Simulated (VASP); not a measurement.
Crystal: SnO.

```
CELL_PARAMETERS angstrom
3.73584 0.00000 0.00000
0.00000 3.73584 0.00000
0.00000 0.00000 4.78715
ATOMIC_POSITIONS crystal
Sn 0.50000 0.00000 0.76463
Sn 0.00000 0.50000 0.23537
O 0.00000 0.00000 0.00000
O 0.50000 0.50000 0.00000
```

This cell differs from its parent crystal: volume scaled by 0.94.

Base run:

```yaml
Program: VASP 6.6.1
Functional: PBEsol
Potentials_or_basis: VASP PAW PBE potentials, release 64 (Sn_d, O)
Cutoff: 520 eV
k_mesh: 7 × 7 × 6
Occupations: fermi-dirac, width 0.05 eV
Spin: no spin polarisation
```

Its results: band gap on the k mesh 0.15 eV, indirect (least direct gap 1.93 eV); pressure 6.3 GPa; largest force 1.107 eV/Å.

Problem. The run is repeated on the same cell with these changes: functional from PBEsol to PBE; dispersion from none to D3(BJ). What comes out?

Solution. Band gap on the k mesh 0.16 eV, indirect (least direct gap 2.02 eV); pressure 8.6 GPa; largest force 1.439 eV/Å.

Several settings changed at once, so the effect can't be laid on one alone.

Caveats: spin-orbit coupling is left out, which moves the levels of the heavy elements; the PAW data sets were made with another functional, which shifts forces and pressure a little (some runs); forces of over 1 eV/Å act on the atoms, so gaps and moduli don't describe the material at rest (some runs).

A k mesh can miss the band edges.
